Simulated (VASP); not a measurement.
Runs of VASP 6.6.1 on Ru. The structure is that of space group P6_3/mmc (No. 194), or close to it. The cells are those of the table. 

```tsv
cell	gap on the mesh (eV)	pressure (GPa)
a = 2.625, b = 2.625, c = 4.282 Å, angles 90.0, 90.0, 120.0°, 2 atoms	none	23.1
a = 2.625, b = 2.625, c = 4.346 Å, angles 90.0, 90.0, 120.0°, 2 atoms	none	17.0
a = 2.625, b = 2.625, c = 4.410 Å, angles 90.0, 90.0, 120.0°, 2 atoms	none	(b)
a = 2.665, b = 2.665, c = 4.153 Å, angles 90.0, 90.0, 120.0°, 2 atoms	none	23.4
a = 2.625, b = 2.625, c = 4.153 Å, angles 90.0, 90.0, 120.0°, 2 atoms	none	37.7
a = 2.625, b = 2.625, c = 4.218 Å, angles 90.0, 90.0, 120.0°, 2 atoms	none	(a)
```

Alike in all rows: task single point; level r2SCAN; potentials or basis VASP PAW PBE potentials, release 64 (Ru_pv); no spin polarisation; k mesh 24 × 24 × 12; cutoff (eV) 520; smearing gaussian 0.15 eV.

Fill in the values left out.

(a) 30.0; (b) 11.5.

Caveats: the PAW data sets were made with another functional, which shifts forces and pressure a little; the stress differs along the axes, from 11 to 29 GPa (at least some runs); the stress differs along the axes, from -0 to 26 GPa (at least some runs); the stress differs along the axes, from -10 to 23 GPa (at least some runs); the stress differs along the axes, from 21 to 29 GPa (at least some runs); the cell stands under pressure (at least some runs); the stress differs along the axes, from 23 to 33 GPa (at least some runs).

A k mesh can miss the band edges, and the runs leave out spin-orbit coupling on Ru.

A gap of «none» marks levels without a gap at the run's occupations.
